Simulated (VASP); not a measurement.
**Rh: single point with r2SCAN**

Rh:

```
Rh
1.0
     0.00000    1.84450    1.84450
     1.84450    0.00000    1.84450
     1.84450    1.84450    0.00000
Rh
1
Direct
  0.00000 0.00000 0.00000
```

This cell differs from its parent crystal: strain -0.030 along x and y, -0.030 along z.

```json
{"Program": "VASP 6.6.1", "Task": "single point", "Functional": "r2SCAN", "Potentials or basis": "VASP PAW PBE potentials, release 64 (Rh_pv)", "Cutoff": "520 eV", "k mesh": "22 × 22 × 22", "Occupations": "gaussian, width 0.15 eV", "Spin": "no spin polarisation"}
```

```json
{
 "Pressure": "33.4 GPa"
}
```

Levels at points of the mesh, in eV from the Fermi level:
```tsv
k point	band 4	band 5	band 6	band 7	band 8	band 9	band 10	band 11
(0.00, 0.00, 0.00)	-8.88	-3.65	-3.65	-3.65	-1.22	-1.22	16.61	17.30
(0.50, 0.00, 0.00)	-7.16	-3.79	-3.79	0.70	0.70	0.83	10.13	16.19
(0.50, 0.50, 0.00)	-7.50	-7.08	0.62	1.23	1.23	3.65	14.14	14.59
```

Wall time 69 s on 1 thread of Intel(R) Xeon(R) 6975P-C (Granite Rapids), on a shared host, peak memory 0.17 GiB.

Caveat: the cell differs from its parent crystal (strain -0.030 along x and y, -0.030 along z); the PAW data sets were made with another functional, which shifts forces and pressure a little.
